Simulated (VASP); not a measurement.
MgO: single point with PBEsol

MgO:

```
Mg O
1.0
     3.45405    0.00000    0.00000
    -1.72703    2.99130    0.00000
     0.00000    0.00000    4.29245
Mg O
2 2
Direct
  0.68279 0.36558 0.75000
  0.31721 0.63442 0.25000
  0.65479 0.30959 0.25000
  0.34521 0.69041 0.75000
```

This cell differs from its parent crystal: mode 5 frozen in at +0.098 Å, strain +e along z and -e/2 along x and y +0.0233.

```yaml
Program: VASP 6.6.1
Task: single point
Functional: PBEsol
Potentials_or_basis: VASP PAW PBE potentials, release 64 (Mg, O)
Cutoff: 520 eV
k_mesh: 9 × 9 × 6
Occupations: gaussian, width 0.05 eV
Spin: no spin polarisation
```

```yaml
Pressure: -0.1 GPa
Largest_force: 0.649 eV/Å
Band_gap_on_the_k_mesh: 3.17 eV, direct
```

Forces on the atoms (eV/Å):
```
Mg   0.000 -0.649  0.000
Mg   0.000  0.649  0.000
O    0.000  0.313  0.000
O    0.000 -0.313  0.000
```

Stress tensor (GPa, compression positive):
```
 2.93  0.00  0.00
 0.00  0.05  0.00
 0.00  0.00 -3.40
```

Levels at points of the mesh, in eV from the valence-band top:
```
           k point  band 6  band 7  band 8  band 9  band 10  band 11
(0.00, 0.00, 0.00)   -1.07   -0.78    0.00    3.17     9.09    11.51
(0.00, 0.00, 0.50)   -1.38   -1.31   -1.31    6.18     6.18    12.79
```

It took 61 s on 1 thread of Intel(R) Xeon(R) Platinum 8488C (Sapphire Rapids), with other jobs on the host, peak memory 0.21 GiB.

Caveat: the cell differs from its parent crystal (mode 5 frozen in at +0.098 Å, strain +e along z and -e/2 along x and y +0.0233); the PAW data sets were made with another functional, which shifts forces and pressure a little.
